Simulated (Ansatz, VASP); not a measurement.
## One calculation of Ag, two programs

File POSCAR:

```
Ag
1.0
   -1.6556540000      1.6556540000      1.6556540000
    1.6556540000     -1.6556540000      1.6556540000
    1.6556540000      1.6556540000     -1.6556540000
Ag
1
Direct
    0.0000000000      0.0000000000      0.0000000000
```

The input INCAR.step1:

```
  ALGO = Normal
  EDIFF = 1E-4
  ENCUT = 520
  GGA = PE
  ISMEAR = -1
  LASPH = True
  LCHARG = False
  LREAL = False
  LWAVE = True
  NBANDS = 12
  NELM = 60
  PREC = Accurate
  SIGMA = 0.05
```

Contents of INCAR.step2:

```
  ALGO = Normal
  EDIFF = 1E-6
  ENCUT = 520
  ISIF = 2
  ISMEAR = -1
  ISTART = 1
  LASPH = True
  LCHARG = False
  LMIXTAU = True
  LREAL = False
  LWAVE = False
  METAGGA = R2SCAN
  NBANDS = 12
  NELM = 60
  PREC = Accurate
  SIGMA = 0.05
```

The input KPOINTS:

```
k-points
0
Gamma
  6 6 6
```

input.yaml

```yaml
crystal:
  lattice:
    - [-1.655654, 1.655654, 1.655654]
    - [1.655654, -1.655654, 1.655654]
    - [1.655654, 1.655654, -1.655654]
  atoms:
    - { symbol: Ag, position: [0.0, 0.0, 0.0] }
hamiltonian:
  xc: r2scan
  pseudopotentials: { kind: paw }
kpoints:
  mp_grid: { grid: [6, 6, 6] }
  band_path:
    path:
      - [[0.0, 0.0, 0.0], [0.5, -0.5, 0.5], [0.0, 0.0, 0.5], [0.0, 0.0, 0.0], [0.25, 0.25, 0.25], [0.5, -0.5, 0.5]]
      - [[0.25, 0.25, 0.25], [0.0, 0.0, 0.5]]
    npoints: 14
scf:
  occupations: { method: fermi_dirac, width: 0.05 }
  n_extra_bands: 6
output:
  forces: true
  stress: true
  eigenvalues: true
  fatbands: false
  write_density: true
  write_potential: true
  elf: true
  volumetric_format: npy
```

Alike in both runs: functional r2SCAN; k mesh 6 × 6 × 6; occupations fermi-dirac, width 0.05 eV; no spin polarisation.

```csv
,VASP,Ansatz
version,VASP 6.6.1,Ansatz 0.2.0
potentials or method,"VASP PAW PBE potentials, release 64 (Ag)",Ansatz PAW
plane-wave cutoff (eV),520,500
valence electrons in the cell,11,19
task,single point,band structure
```

|  | VASP | Ansatz | Ansatz less VASP |
| --- | --- | --- | --- |
| gap on the k mesh at the Fermi level (eV) | none | none | - |
| pressure (GPa) | -3.1 | -3.2 | -0.03 |

VASP's potentials were made for PBE, not for r2SCAN. A gap of «none» marks a metal or a gap that the smearing closes. The functional is the same, so the differences come from potentials, cutoffs and numerics. VASP's potentials hold 11 valence electrons a cell and Ansatz's 19, so a difference there can come from the potentials and not from the codes.

The k mesh is coarse, so the values compare programs but aren't converged.
